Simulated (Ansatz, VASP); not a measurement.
One calculation of Sn3Te, two programs

```
CELL_PARAMETERS angstrom
4.79986 0.00000 0.00000
0.00000 4.79986 0.00000
0.00000 0.00000 4.79986
ATOMIC_POSITIONS crystal
Te 0.00000 0.00000 0.00000
Sn 0.00000 0.50000 0.50000
Sn 0.50000 0.00000 0.50000
Sn 0.50000 0.50000 0.00000
```

Alike in both runs: task single point; functional PBE; k mesh 6 × 6 × 6; occupations fermi-dirac, width 0.05 eV; no spin polarisation.

|  | VASP | Ansatz |
| --- | --- | --- |
| version | VASP 6.6.1 | Ansatz 0.2.0 |
| potentials or method | VASP PAW PBE potentials, release 64 (Te, Sn_d) | Ansatz PAW |
| plane-wave cutoff (eV) | 520 | 420 |
| valence electrons in the cell | 48 | 58 |

```csv
,VASP,Ansatz,Ansatz less VASP
gap on the k mesh at the Fermi level (eV),none,none,-
pressure (GPa),2.3,2.3,+0.06
```

A gap of «none» marks a metal or a gap that the smearing closes. VASP's potentials hold 48 valence electrons a cell and Ansatz's 58, so a difference there can come from the potentials and not from the codes.

Spin-orbit coupling is off throughout.
